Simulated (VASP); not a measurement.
Crystal: Ti3Al (d3).

```
Ti Al
1.0
     0.00000    3.23178    3.23178
     3.23178    0.00000    3.23178
     3.23178    3.23178    0.00000
Ti Al
3 1
Direct
  0.75000 0.75000 0.75000
  0.25000 0.25000 0.25000
  0.00000 0.00000 0.00000
  0.50000 0.50000 0.50000
```

* Program: VASP 6.6.1
* Task: relaxation of cell and atoms
* Functional: PBE
* Dispersion: D3(BJ)
* Potentials or basis: VASP PAW PBE potentials, release 64 (Ti_sv, Al)
* Cutoff: 600 eV
* k mesh: 12 × 12 × 12
* Occupations: gaussian, width 0.1 eV
* Spin: no spin polarisation

At the start: pressure -6.5 GPa; volume 16.88 Å³/atom.

Task: Where does the relaxation end?

Result: Over 3 steps the energy falls by 20.9 meV/atom and the volume is 15.90 Å³/atom (-5.8 %); space group Fm-3m (No. 225, to 0.05 Å).

The path:
```tsv
step	energy change (eV)	largest force (eV/Å)	pressure (GPa)	volume (Å³)
1	0.0000	0.0000	-6.50	67.51
2	-0.0419	0.0000	5.37	61.03
3	-0.0834	0.0000	0.00	63.60
```

Final structure:
```
Ti Al
1.0
     0.00000    3.16820    3.16820
     3.16820    0.00000    3.16820
     3.16820    3.16820    0.00000
Ti Al
3 1
Cartesian
  4.7523 4.7523 4.7523
  1.5841 1.5841 1.5841
  0.0000 0.0000 0.0000
  3.1682 3.1682 3.1682
```

Caveat: pairwise dispersion overbinds metals, which lowers pressure and volume.
